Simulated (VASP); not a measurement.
The system is AlO5.

```
CELL_PARAMETERS angstrom
2.62147 1.51350 2.96555
-2.62147 1.51350 2.96555
0.00000 -3.02701 2.96555
ATOMIC_POSITIONS crystal
Al 0.50000 0.50000 0.50000
O 0.50000 0.50000 0.00000
O 0.00000 0.50000 0.50000
O 0.50000 0.00000 0.50000
O 0.72028 0.72028 0.72028
O 0.27972 0.27972 0.27972
```

The cell was generated, and may not be a known phase.

| Quantity | Value |
| --- | --- |
| Program | VASP 6.6.1 |
| Task | relaxation of cell and atoms |
| Functional | PBE |
| Potentials or basis | VASP PAW PBE potentials, release 64 (Al, O) |
| Cutoff | 600 eV |
| k mesh | 6 × 6 × 6 |
| Occupations | gaussian, width 0.1 eV |
| Spin | no spin polarisation |

At the start: pressure 18.4 GPa; volume 11.77 Å³/atom.

Task: Where does the relaxation end?

Result: Over 15 steps the energy falls by 602.7 meV/atom and the volume is 9.47 Å³/atom (-19.6 %); space group R-3m (No. 166, to 0.1 Å) before and after.

Step by step:
```tsv
step	energy change (eV)	largest force (eV/Å)	pressure (GPa)	volume (Å³)
1	0.0000	3.8049	18.38	70.60
2	-1.8660	0.5703	-14.06	84.48
3	-1.9417	0.0921	-9.78	81.44
4	-2.6157	1.1124	-3.83	74.55
5	-2.6828	1.7403	-0.69	72.25
6	-2.9679	1.1610	-2.65	69.61
7	-3.3647	0.0479	-4.92	61.93
8	-3.4756	0.4970	5.82	55.99
9	-3.4807	0.4072	3.72	56.93
10	-3.5898	0.1188	1.67	55.68
11	-3.5927	0.2412	1.39	55.40
12	-3.6082	0.2164	-0.56	56.42
13	-3.6105	0.2035	-1.57	57.00
14	-3.6160	0.0924	0.46	56.74
15	-3.6164	0.0284	0.02	56.79
```

Final structure:
```
Al O
1.0
     2.63185    1.51950    2.36697
    -2.63185    1.51950    2.36697
     0.00000   -3.03900    2.36697
Al O
1 5
Direct
  0.50000 0.50000 0.50000
  0.50000 0.50000 0.00000
  0.00000 0.50000 0.50000
  0.50000 0.00000 0.50000
  0.80601 0.80601 0.80601
  0.19399 0.19399 0.19399
```

Caveat: the volume moved by over 15 % at a fixed basis, so the end points are rough; an odd number of electrons without spin polarisation forces a metal; a magnetic or distorted state may lie lower.
